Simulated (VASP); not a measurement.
Here is a VASP 6.6.1 calculation.

File INCAR:

```
PREC = Accurate
ENCUT = 690
EDIFF = 1E-6
ISMEAR = -1
SIGMA = 0.05
LREAL = False
LASPH = True
NELM = 200
ALGO = Normal
ISIF = 2
LWAVE = False
LCHARG = True
ISPIN = 2
MAGMOM = 2 2 2 2
LORBIT = 11
LMAXMIX = 4
GGA = PE
IVDW = 13
LELF = True
LVHAR = True
NBANDS = 46
GGA_COMPAT = False
```

KPOINTS

```
Automatic mesh
0
Gamma
  12 12 4
```

Contents of POSCAR:

```
Co
1.0
    2.5030729010      0.0000000000      0.0000000000
   -1.2515364506      2.1677247198      0.0000000000
    0.0000000000      0.0000000000      8.1946701348
Co
4
Direct
    0.6666666667      0.3333333333      0.7500000000
    0.0000000000      0.0000000000      0.5000000000
    0.3333333333      0.6666666667      0.2500000000
    0.0000000000      0.0000000000      0.0000000000
```

Potentials or basis: VASP PAW PBE potentials, release 64 (Co_sv).

Launch:

```console
$ cat potpaw_PBE.64/Co_sv/POTCAR > POTCAR
$ mpirun -np 1 vasp_std > vasp.out
```

(1) Estimate the site moments.

(2) What does it give for the net moment?

Results:

(1) Co +1.76, +1.74 (each value once) μB.

(2) 6.73 μB per cell.

Caveat: the cell stands under tension.
